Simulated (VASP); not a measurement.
Write the native input for VASP 6.6.1 that does the following.

| Property | Result |
| --- | --- |
| Task | single point |
| Functional | PBE |
| Potentials or basis | VASP PAW PBE potentials, release 64 (Pt, Sb) |
| Cutoff | 520 eV |
| k mesh | 10 × 10 × 6 |
| Occupations | gaussian, width 0.05 eV |
| Spin | no spin polarisation |
| Dipole correction | no |
| Further INCAR settings | ALGO = Normal; EDIFF = 1e-06; NBANDS = 17 |

The structure of Sb2Pt lies in POSCAR:

```
Sb2Pt
1.0
    4.0599872515     -0.0405998725      0.0000000000
   -2.0651541467      3.5363520351      0.0000000000
    0.0000000000      0.0000000000      5.2259058719
Pt Sb
1 2
Direct
    0.0000000000      0.0000000000      0.0000000000
    0.3333333333      0.6666666667      0.2584105895
    0.6666666667      0.3333333333      0.7415894105
```

The input as run:

INCAR

```
PREC = Accurate ; ENCUT = 520
EDIFF = 1E-6 ; ISMEAR = 0
SIGMA = 0.05 ; LREAL = False
LASPH = True ; NELM = 100
ALGO = Normal ; ISIF = 2
LWAVE = False ; LCHARG = False
GGA = PE ; NBANDS = 17
```

KPOINTS

```
regular mesh
0
Gamma
  10 10 6
```

Potentials or basis: VASP PAW PBE potentials, release 64 (Pt, Sb).

Command:

```bash
$ cat potpaw_PBE.64/Pt/POTCAR potpaw_PBE.64/Sb/POTCAR > POTCAR
$ mpirun -np 1 vasp_std > vasp.out
```

Results of the run:

The pressure is -0.3 GPa, the largest force is 0.117 eV/Å and the band gap on the k mesh is zero (bands 10 and 11 overlap by 3.21 eV).

Caveat: spin-orbit coupling is left out, which moves the levels of the heavy elements.

Run time: 3.8 min on 1 thread of Intel(R) Xeon(R) Platinum 8488C (Sapphire Rapids) (shared host), peak memory 0.49 GiB.
